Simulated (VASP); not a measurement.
Wanted: the native input for a VASP 6.6.1 run.

```
Task                   : single point
Functional             : PBE
Potentials or basis    : VASP PAW PBE potentials, release 64 (Sr_sv, Te)
Cutoff                 : 500 eV
k mesh                 : 6 × 6 × 6
Occupations            : gaussian, width 0.05 eV
Spin                   : no spin polarisation
Dipole correction      : no
Further INCAR settings : ALGO = Normal; EDIFF = 1e-06; NBANDS = 15
```

The structure of SrTe lies in POSCAR:

```
SrTe
1.0
    0.0000000000      3.2349999084      3.2349999084
    3.2349999084      0.0000000000      3.2349999084
    3.2349999084      3.2349999084      0.0000000000
Sr Te
1 1
Direct
    0.5000000000      0.5000000000      0.5000000000
    0.0000000000      0.0000000000      0.0000000000
```

These files were run (other wordings do the same):

INCAR

```
ALGO = Normal ; EDIFF = 1E-6
ENCUT = 500 ; GGA = PE
GGA_COMPAT = False ; ISIF = 2
ISMEAR = 0 ; LASPH = True
LCHARG = False ; LREAL = False
LWAVE = False ; NBANDS = 15
NELM = 120 ; PREC = Accurate
SIGMA = 0.05
```

KPOINTS

```
k-points
0
Gamma
  6 6 6
```

Potentials or basis: VASP PAW PBE potentials, release 64 (Sr_sv, Te).

Command:

```console
$ cat potpaw_PBE.64/Sr_sv/POTCAR potpaw_PBE.64/Te/POTCAR > POTCAR
$ mpirun -np 1 vasp_std > vasp.out
```

Results of the run:

| Item | Value |
| --- | --- |
| Pressure | 4.8 GPa |
| Band gap on the k mesh | 1.44 eV (least direct gap 2.25 eV) |

Caveat: the cell stands under pressure; spin-orbit coupling is left out, which moves the levels of the heavy elements.

Wall time 15 s on 1 thread of Intel Xeon 8259CL, with other jobs on the host, peak memory 0.21 GiB.
